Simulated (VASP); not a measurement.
Input of a VASP 6.6.1 run:

Contents of INCAR:

```
  PREC = Accurate
  ENCUT = 520
  EDIFF = 1E-8
  ISMEAR = 0
  SIGMA = 0.01
  LREAL = False
  LASPH = True
  NELM = 100
  ALGO = Normal
  ISIF = 2
  LWAVE = False
  LCHARG = True
  METAGGA = R2SCAN
  LMIXTAU = True
  IBRION = 6
  NFREE = 2
  POTIM = 0.015
  NSW = 1
```

Contents of KPOINTS:

```
Automatic mesh
0
Gamma
  10 10 10
```

POSCAR

```
AlN
1.0
    2.1532766678      2.1532766678      0.0000000000
   -2.1532766678      2.1532766678      0.0000000000
    0.0000000000      2.1532766678      2.1532766678
Al N
1 1
Direct
    0.0000000000      0.0000000000      0.0000000000
    0.2500000000      0.7500000000      0.5000000000
```

Potentials or basis: VASP PAW PBE potentials, release 64 (Al, N).

The run is started by

```sh
$ cat potpaw_PBE.64/Al/POTCAR potpaw_PBE.64/N/POTCAR > POTCAR
$ mpirun -np 1 vasp_std > vasp.out
```

Task: Estimate the highest phonon frequency at Γ, LO-TO splitting left out.

Result: 710 cm⁻¹.

Phonon frequencies in cm⁻¹ (negative: imaginary):
```
              q point           frequencies
(0.000, 0.000, 0.000)  -2 -2 -2 710 710 710
```

Caveat: the cell stands under pressure or tension, which shifts response properties.
